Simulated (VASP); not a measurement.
Write the native input for VASP 6.6.1 that does the following.

```yaml
Task: single point
Functional: LDA
Potentials_or_basis: VASP PAW LDA potentials, release 64 (Ti_sv)
Cutoff: 520 eV
k_mesh: 10 × 10 × 6
Occupations: fermi-dirac, width 0.05 eV
Spin: no spin polarisation
Dipole_correction: no
Further_INCAR_settings: ALGO = Normal; EDIFF = 1e-06; NBANDS = 19
```

The structure of Ti lies in POSCAR:

```
Ti
1.0
    2.9500000000      0.0000000000      0.0000000000
   -1.4750000000      2.5547749412      0.0000000000
    0.0000000000      0.0000000000      4.6800000000
Ti
2
Direct
    0.6666666667      0.3333333333      0.7500000000
    0.3333333333      0.6666666667      0.2500000000
```

These files were run (other wordings do the same):

INCAR

```
ALGO     = Normal         # electronic algorithm
EDIFF    = 1E-6           # SCF threshold, eV
ENCUT    = 520            # plane-wave cutoff, eV
ISIF     = 2              # what is computed and relaxed
ISMEAR   = -1             # smearing method
LASPH    = True           # aspherical terms in the spheres
LCHARG   = False          # write CHGCAR
LREAL    = False          # projectors in reciprocal space
LWAVE    = False          # write WAVECAR
NBANDS   = 19             # bands
NELM     = 60             # most SCF steps
PREC     = Accurate       # precision mode
SIGMA    = 0.05           # smearing width, eV
```

KPOINTS

```
k-points
0
Gamma
  10 10 6
```

Potentials or basis: VASP PAW LDA potentials, release 64 (Ti_sv).

Command:

```bash
$ cat potpaw_LDA.64/Ti_sv/POTCAR > POTCAR
$ mpirun -np 1 vasp_std > vasp.out
```

It gave:

| Property | Result |
| --- | --- |
| Pressure | -9.8 GPa |
| Band gap on the k mesh | zero (band 12 reaches 8.67 eV, above the bottom of band 13 at 7.73 eV) |

Wall time 27 s on 1 thread of AMD EPYC 7R13 Processor (Zen 3) (shared host), peak memory 0.12 GiB.
